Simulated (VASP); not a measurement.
Set up this calculation in VASP 6.6.1, as the native input.

| Property | Result |
| --- | --- |
| Task | single point |
| Functional | PBE |
| Potentials or basis | VASP PAW PBE potentials, release 64 (Co) |
| Cutoff | 520 eV |
| k mesh | 17 × 17 × 10 |
| Occupations | fermi-dirac, width 0.05 eV |
| Spin | no spin polarisation |
| Dipole correction | no |
| Further INCAR settings | ALGO = Normal; EDIFF = 1e-06; NBANDS = 16 |

The structure of Co lies in POSCAR:

```
Co
1.0
    2.1558269873      0.0000000000      0.0000000000
   -1.0779134936      1.8670009371      0.0000000000
    0.0000000000      0.0000000000      3.4913186301
Co
2
Direct
    0.3333333333      0.6666666667      0.2500000000
    0.6666666667      0.3333333333      0.7500000000
```

One way to write it, as run:

INCAR

```
ALGO = Normal
EDIFF = 1E-6
ENCUT = 520
GGA = PE
ISIF = 2
ISMEAR = -1
LASPH = True
LCHARG = False
LREAL = False
LWAVE = False
NBANDS = 16
NELM = 100
PREC = Accurate
SIGMA = 0.05
```

KPOINTS

```
k-points
0
Gamma
  17 17 10
```

Potentials or basis: VASP PAW PBE potentials, release 64 (Co).

Run with:

```bash
$ cat potpaw_PBE.64/Co/POTCAR > POTCAR
$ mpirun -np 1 vasp_std > vasp.out
```

It gave:

```yaml
Pressure: 236.6 GPa
Band_gap_on_the_k_mesh: zero (bands 9 and 10 overlap by 2.66 eV)
```

Caveat: the cell stands under pressure; the run has no spin polarisation, though such a crystal can be magnetic.

It took 26 s on 1 thread of Intel(R) Xeon(R) Platinum 8488C (Sapphire Rapids), on a shared host, peak memory 0.15 GiB.
